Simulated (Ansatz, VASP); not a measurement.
# Two plane-wave programs on Y

```
Y
1.0
     5.71390    0.00000    0.00000
    -2.85695    4.94838    0.00000
     0.00000    0.00000    3.50262
Y
3
Direct
  0.00000 0.00000 0.00000
  0.33333 0.66667 0.50000
  0.66667 0.33333 0.50000
```

Alike in both runs: task relaxation of cell and atoms; functional BLYP; k mesh 7 × 7 × 9; occupations fermi-dirac, width 0.1 eV; no spin polarisation.

|  | VASP | Ansatz |
| --- | --- | --- |
| version | VASP 6.6.1 | Ansatz 0.2.0 |
| potentials or method | VASP PAW PBE potentials, release 64 (Y_sv), cutoff 600 eV | plane waves (420 eV) with PAW, scalar-relativistic |
| valence electrons in the cell | 33 | 33 |

Ansatz gave:

```
relaxed volume (Å³/atom)                                     : 33.42
relaxed cell length with the largest relative difference (Å) : 3.563
```

**Question.** Estimate VASP's values.

**Answer.** Relaxed volume (Å³/atom): 33.39; relaxed cell length with the largest relative difference (Å): 3.560.

VASP's potentials were made for PBE, not for BLYP.
